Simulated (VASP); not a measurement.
Set up this calculation in VASP 6.6.1, as the native input.

* Task: single point
* Functional: PBE
* Dispersion: D3(BJ)
* Potentials or basis: VASP PAW PBE potentials, release 64 (Ag, B)
* Cutoff: 520 eV
* k mesh: 10 × 10 × 8
* Occupations: gaussian, width 0.05 eV
* Spin: no spin polarisation
* Dipole correction: no
* Further INCAR settings: ALGO = Normal; EDIFF = 1e-06; NBANDS = 16

The structure of AgB2 lies in POSCAR:

```
AgB2
1.0
    2.9841484767      0.0000000000      0.0000000000
   -1.4920742383      2.5843483895      0.0000000000
    0.0000000000      0.0000000000      3.9772251558
Ag B
1 2
Direct
    0.0000000000      0.0000000000      0.0000000000
    0.3333333333      0.6666666667      0.5000000000
    0.6666666667      0.3333333333      0.5000000000
```

This cell differs from its parent crystal: volume scaled by 0.98.

These files were run (other wordings do the same):

INCAR

```
PREC = Accurate ; ENCUT = 520
EDIFF = 1E-6 ; ISMEAR = 0
SIGMA = 0.05 ; LREAL = False
LASPH = True ; NELM = 80
ALGO = Normal ; ISIF = 2
LWAVE = False ; LCHARG = False
GGA = PE ; IVDW = 12
NBANDS = 16
```

KPOINTS

```
Automatic mesh
0
Gamma
  10 10 8
```

Potentials or basis: VASP PAW PBE potentials, release 64 (Ag, B).

Launch:

```console
$ cat potpaw_PBE.64/Ag/POTCAR potpaw_PBE.64/B/POTCAR > POTCAR
$ mpirun -np 1 vasp_std > vasp.out
```

It gave:

```
Pressure                   : 2.0 GPa
Dispersion energy per atom : -0.342 eV
```

Caveat: three body term missing; pairwise dispersion overbinds metals, which lowers pressure and volume.

Run time: 46 s on 1 thread of Intel Xeon 8259CL, with other jobs on the host, peak memory 0.18 GiB.
